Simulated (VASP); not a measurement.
Sb, 2 atoms in the cell. It takes space group R-3m (No. 166, trigonal). Conventional cell: a = 4.344 Å, b = 4.344 Å, c = 11.232 Å, α = 90.00°, β = 90.00°, γ = 120.00°. Within 3.9 Å of Sb (site symmetry 3m) lie 6 Sb at 2.92 to 3.36 Å.  This cell differs from its parent crystal: equal xx and yy strain of +1 %.

- Program: VASP 6.6.1
- Task: electric field gradients
- Functional: LDA
- Potentials or basis: VASP PAW LDA potentials, release 64 (Sb)
- Cutoff: 520 eV
- k mesh: 12 × 12 × 12
- Occupations: fermi-dirac, width 0.03 eV
- Spin: no spin polarisation
- Dipole correction: no
- Further INCAR settings: ALGO = Normal; EDIFF = 1e-08; NBANDS = 12

Potentials or basis: VASP PAW LDA potentials, release 64 (Sb).

Launch:

```console
$ cat potpaw_LDA.64/Sb/POTCAR > POTCAR
$ mpirun -np 1 vasp_std > vasp.out
```

Hardware: 1 thread of AMD EPYC 7R13 Processor (Zen 3) (shared host).

Problem. Estimate the wall time of this run.

Solution. Run time: 110 s on 1 thread of AMD EPYC 7R13 Processor (Zen 3) (shared host), peak memory 0.22 GiB. Counts: scf iterations 12, k points 189.
